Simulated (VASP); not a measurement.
# Cs (Im-3m) in VASP: a series of runs, part 2 of 2

VASP 6.6.1.

**4. Single point, BLYP**

This run uses another cell than the first one, of 122.48 Å³/atom, 1.121 times its volume.

INCAR reads:

```
  AGGAC = 1.0
  AGGAX = 1.0
  ALDAC = 0.0
  ALDAX = 1.0
  ALGO = Normal
  EDIFF = 1E-6
  ENCUT = 520
  GGA = B5
  ISIF = 2
  ISMEAR = -1
  LASPH = T
  LCHARG = T
  LELF = T
  LREAL = F
  LVHAR = T
  LWAVE = F
  NBANDS = 10
  NELM = 80
  PREC = Accurate
  SIGMA = 0.05
```

KPOINTS reads:

```
k-points
0
Gamma
  6 6 6
```

POSCAR reads:

```
Cs
1.0
   -3.1284650614      3.1284650614      3.1284650614
    3.1284650614     -3.1284650614      3.1284650614
    3.1284650614      3.1284650614     -3.1284650614
Cs
1
Direct
    0.0000000000      0.0000000000      0.0000000000
```

Potentials or basis: VASP PAW PBE potentials, release 64 (Cs_sv).

The run is started by

```
$ cat potpaw_PBE.64/Cs_sv/POTCAR > POTCAR
$ mpirun -np 1 vasp_std > vasp.out
```

OUTCAR:

```text
EDIFF = 1E-6
   ENCUT = 520
   GGA = B5
   ISIF = 2
   ISMEAR = -1
   LASPH = T
   LREAL = F
   NELM = 80
   PREC = Accurate

 ion  position               nearest neighbor table
   1  0.000  0.000  0.000-

  LATTYP: Found a body centered cubic cell.
 ALAT       =     6.2569301228

  Lattice vectors:

 A1 = (  -3.1284650614,   3.1284650614,   3.1284650614)
 A2 = (   3.1284650614,  -3.1284650614,   3.1284650614)
 A3 = (   3.1284650614,   3.1284650614,  -3.1284650614)

Analysis of symmetry for initial positions (statically):
=====================================================================
 Subroutine PRICEL returns:
 Original cell was already a primitive cell.

 Routine SETGRP: Setting up the symmetry group for a
 body centered cubic supercell.

 Subroutine GETGRP returns: Found 48 space group operations
 (whereof 48 operations were pure point group operations)
 out of a pool of 48 trial point group operations.

The static configuration has the point symmetry O_h .

Analysis of symmetry for dynamics (positions and initial velocities):
=====================================================================
 Subroutine PRICEL returns:
 Original cell was already a primitive cell.

 Routine SETGRP: Setting up the symmetry group for a
 body centered cubic supercell.

 Subroutine GETGRP returns: Found 48 space group operations
 (whereof 48 operations were pure point group operations)
 out of a pool of 48 trial point group operations.

The dynamic configuration has the point symmetry O_h .

 Subroutine INISYM returns: Found 48 space group operations
 (whereof 48 operations are pure point group operations),
 and found     1 'primitive' translations

----------------------------------------------------------------------------------------

                                     Primitive cell

  volume of cell :     122.4768

[... 98 lines left out ...]
  volume/ion in A,a.u.               =     122.48       826.51
  Fermi-wavevector in a.u.,A,eV,Ry     =   0.685706  1.295796  6.397353  0.470192
  Thomas-Fermi vector in A             =   1.765724
   LORBIT       =      0    0 simple, 1 ext, 2 COOP (PROOUT), +10 PAW based schemes
   GGA     = B5    functional components
   LHFCALC =     F    Hartree Fock is set to
   AEXX    =    0.0000 exact exchange contribution
   IVDW    =     0    specifies the selected vdW correction
   LEPSILON=     F    determine dielectric tensor
   LRPA    =     F    only Hartree local field effects (RPA)
 non-spin polarized calculation
  energy-cutoff  :      520.00
  volume of cell :      122.48
 maximum number of plane-waves:      3322
   NGX = 21   NGY = 21   NGZ = 21

 number of electron       8.9999999 magnetization

 Free energy of the ion-electron system (eV)
  ---------------------------------------------------
  ext. energy  EPLUGINS =         0.00000000
  ---------------------------------------------------
  free energy    TOTEN  =        -0.51782339 eV

  energy without entropy =       -0.49932701  energy(sigma->0) =       -0.50857520

 E-fermi :   0.7372     XC(G=0):  -4.8379

 val. band max:        0.6348433484   @ k =   0.1667   0.1667   0.1667
 cond. band min:       0.7493013174   @ k =   0.5000   0.0000   0.0000
 fundamental gap:      0.1144579690
 Fermi energy:         0.7372425929

 k-point     1 :       0.0000    0.0000    0.0000
  band No.  band energies     occupation
      1     -23.2544      2.00000
      2     -10.0486      2.00000
      3     -10.0486      2.00000
      4     -10.0486      2.00000
      5      -0.8692      2.00000
      6       2.9764      0.00000
      7       2.9764      0.00000
      8       2.9764      0.00000
      9       3.8108      0.00000
     10       3.8108      0.00000
[... 183 lines left out ...]
 k-point    16 :       0.5000    0.5000    0.5000
  band No.  band energies     occupation
      1     -23.2454      2.00000
      2     -10.1293      2.00000
      3     -10.1293      2.00000
      4     -10.1293      2.00000
      5       1.4289      0.00000
      6       1.4289      0.00000
      7       3.6342      0.00000
      8       3.6342      0.00000
      9       3.6342      0.00000
     10       4.5527      0.00000

------------------------ aborting loop because EDIFF is reached ----------------------------------------

  FORCE on cell =-STRESS in cart. coord.  units (eV):
  Direction    XX          YY          ZZ          XY          YZ          ZX
  --------------------------------------------------------------------------------------
  -------------------------------------------------------------------------------------
  Total        0.0236285      0.0236285      0.0236285      0.0000000     -0.0000000      0.0000000
  in kB        0.3090962      0.3090962      0.3090962      0.0000000     -0.0000000      0.0000000
  external PRESSURE =       0.3090962 kB  Pullay stress =       0.0000000 kB

 VOLUME and BASIS-vectors are now :
 -----------------------------------------------------------------------------
  energy-cutoff  :      520.00
  volume of cell :      122.48
      direct lattice vectors                 reciprocal lattice vectors
    -3.128465061  3.128465061  3.128465061     0.000000000  0.159822785  0.159822785
     3.128465061 -3.128465061  3.128465061     0.159822785  0.000000000  0.159822785
     3.128465061  3.128465061 -3.128465061     0.159822785  0.159822785  0.000000000

 POSITION                                       TOTAL-FORCE (eV/Angst)
 -----------------------------------------------------------------------------------
      0.00000      0.00000      0.00000        -0.000000      0.000000     -0.000000
 -----------------------------------------------------------------------------------
    total drift:                               -0.000000     -0.000000     -0.000000

  FREE ENERGIE OF THE ION-ELECTRON SYSTEM (eV)
  ---------------------------------------------------
  free  energy   TOTEN  =        -0.5178233896 eV

  energy  without entropy=       -0.4993270104  energy(sigma->0) =       -0.50857520
```

Wall time 16 s (1 thread of Intel Xeon 6975P-C (Granite Rapids), shared host); peak memory 0.23 GiB.

What came out:

```
Free energy : -0.5178 eV
Pressure    : 0.0 GPa
```

Caveat: the PAW data sets were made with another functional, which shifts forces and pressure a little; spin-orbit coupling is left out, which moves the levels of the heavy elements.

**5. Single point, revPBE**

This run uses another cell than the first one, of 129.46 Å³/atom, 1.184 times its volume.

INCAR reads:

```
SYSTEM = Cs
  ALGO = Normal
  EDIFF = 1E-6
  ENCUT = 520
  GGA = RE
  ISIF = 2
  ISMEAR = -1
  LASPH = .True.
  LCHARG = .False.
  LREAL = .False.
  LWAVE = .False.
  NBANDS = 10
  NELM = 100
  PREC = Accurate
  SIGMA = 0.05
```

KPOINTS reads:

```
k-points
0
Gamma
  6 6 6
  0 0 0
```

POSCAR reads:

```
Cs
1.0
   -3.1868469531      3.1868469531      3.1868469531
    3.1868469531     -3.1868469531      3.1868469531
    3.1868469531      3.1868469531     -3.1868469531
Cs
1
Direct
    0.0000000000      0.0000000000      0.0000000000
```

Potentials or basis: VASP PAW PBE potentials, release 64 (Cs_sv).

The run is started by

```
$ cat potpaw_PBE.64/Cs_sv/POTCAR > POTCAR
$ mpirun -np 1 vasp_std > vasp.out
```

OUTCAR:

```text
SYSTEM = Cs
   EDIFF = 1E-6
   ENCUT = 520
   GGA = RE
   ISIF = 2
   ISMEAR = -1
   LASPH = .True.
   LREAL = .False.
   NELM = 100
   PREC = Accurate

 ion  position               nearest neighbor table
   1  0.000  0.000  0.000-

  LATTYP: Found a body centered cubic cell.
 ALAT       =     6.3736939062

  Lattice vectors:

 A1 = (  -3.1868469531,   3.1868469531,   3.1868469531)
 A2 = (   3.1868469531,  -3.1868469531,   3.1868469531)
 A3 = (   3.1868469531,   3.1868469531,  -3.1868469531)

Analysis of symmetry for initial positions (statically):
=====================================================================
 Subroutine PRICEL returns:
 Original cell was already a primitive cell.

 Routine SETGRP: Setting up the symmetry group for a
 body centered cubic supercell.

 Subroutine GETGRP returns: Found 48 space group operations
 (whereof 48 operations were pure point group operations)
 out of a pool of 48 trial point group operations.

The static configuration has the point symmetry O_h .

Analysis of symmetry for dynamics (positions and initial velocities):
[... 152 lines left out ...]
 fundamental gap:      0.1497682276
 Fermi energy:         0.2953432719

 k-point     1 :       0.0000    0.0000    0.0000
  band No.  band energies     occupation
      1     -23.6951      2.00000
      2     -10.4638      2.00000
      3     -10.4638      2.00000
      4     -10.4638      2.00000
      5      -1.2652      2.00000
      6       2.7361      0.00000
      7       2.7361      0.00000
      8       2.7361      0.00000
      9       3.4931      0.00000
     10       3.4931      0.00000
[... 183 lines left out ...]
 k-point    16 :       0.5000    0.5000    0.5000
  band No.  band energies     occupation
      1     -23.6885      2.00000
      2     -10.5276      2.00000
      3     -10.5276      2.00000
      4     -10.5276      2.00000
      5       1.0119      0.00000
      6       1.0119      0.00000
      7       3.0145      0.00000
      8       3.0145      0.00000
      9       3.0145      0.00000
     10       4.2625      0.00000

------------------------ aborting loop because EDIFF is reached ----------------------------------------

  FORCE on cell =-STRESS in cart. coord.  units (eV):
  Direction    XX          YY          ZZ          XY          YZ          ZX
  --------------------------------------------------------------------------------------
  -------------------------------------------------------------------------------------
  Total        0.0024205      0.0024205      0.0024205      0.0000000      0.0000000     -0.0000000
  in kB        0.0299547      0.0299547      0.0299547      0.0000000      0.0000000     -0.0000000
  external PRESSURE =       0.0299547 kB  Pullay stress =       0.0000000 kB

 VOLUME and BASIS-vectors are now :
 -----------------------------------------------------------------------------
  energy-cutoff  :      520.00
  volume of cell :      129.46
      direct lattice vectors                 reciprocal lattice vectors
    -3.186846953  3.186846953  3.186846953     0.000000000  0.156894889  0.156894889
     3.186846953 -3.186846953  3.186846953     0.156894889  0.000000000  0.156894889
     3.186846953  3.186846953 -3.186846953     0.156894889  0.156894889  0.000000000

 POSITION                                       TOTAL-FORCE (eV/Angst)
 -----------------------------------------------------------------------------------
      0.00000      0.00000      0.00000         0.000000      0.000000      0.000000
 -----------------------------------------------------------------------------------
    total drift:                               -0.000000      0.000000      0.000000

  FREE ENERGIE OF THE ION-ELECTRON SYSTEM (eV)
  ---------------------------------------------------
  free  energy   TOTEN  =        -0.7502924949 eV

  energy  without entropy=       -0.7326266713  energy(sigma->0) =       -0.74145958
```

stdout:

```text
POSCAR found type information on POSCAR Cs
 POSCAR found :  1 types and       1 ions
 scaLAPACK will be used
 -----------------------------------------------------------------------------
|                                                                             |
|                                                                             |
|     You enforced a specific xc type in the INCAR file but a different       |
|     I HOPE YOU KNOW WHAT YOU ARE DOING!                                     |
|                                                                             |
 -----------------------------------------------------------------------------

 LDA part: xc-table for (Slater+PW92), standard interpolation
 POSCAR, INCAR and KPOINTS ok, starting setup
 FFT: planning ... GRIDC
 FFT: planning ... GRID_SOFT
 FFT: planning ... GRID
 WAVECAR not read
 entering main loop
```

Run time: 8.2 s. Hardware: 1 thread of Intel Xeon 6975P-C (Granite Rapids), shared host; peak memory 0.24 GiB.

Results:

| Quantity | Value |
| --- | --- |
| Free energy | -0.7503 eV |
| Pressure | 0.0 GPa |

Caveat: the PAW data sets were made with another functional, which shifts forces and pressure a little; spin-orbit coupling is left out, which moves the levels of the heavy elements.

**6. Summary**

| level | cell | gap on the mesh (eV) | pressure (GPa) |
| --- | --- | --- | --- |
| PBEsol | a = 5.217 Å, angles 109.5°, 1 atom | none | 0.0 |
| PBE | a = 5.340 Å, angles 109.5°, 1 atom | none | 0.0 |
| BLYP | a = 5.419 Å, angles 109.5°, 1 atom | none | 0.0 |
| revPBE | a = 5.520 Å, angles 109.5°, 1 atom | none | 0.0 |

Alike in all rows: task single point; potentials or basis VASP PAW PBE potentials, release 64 (Cs_sv); no spin polarisation; k mesh 6 × 6 × 6; cutoff (eV) 520; smearing fermi-dirac 0.05 eV.

Caveats: spin-orbit coupling is left out, which moves the levels of the heavy elements; the PAW data sets were made with another functional, which shifts forces and pressure a little (some runs).

Absolute energies hang on the potentials; compare differences alone.
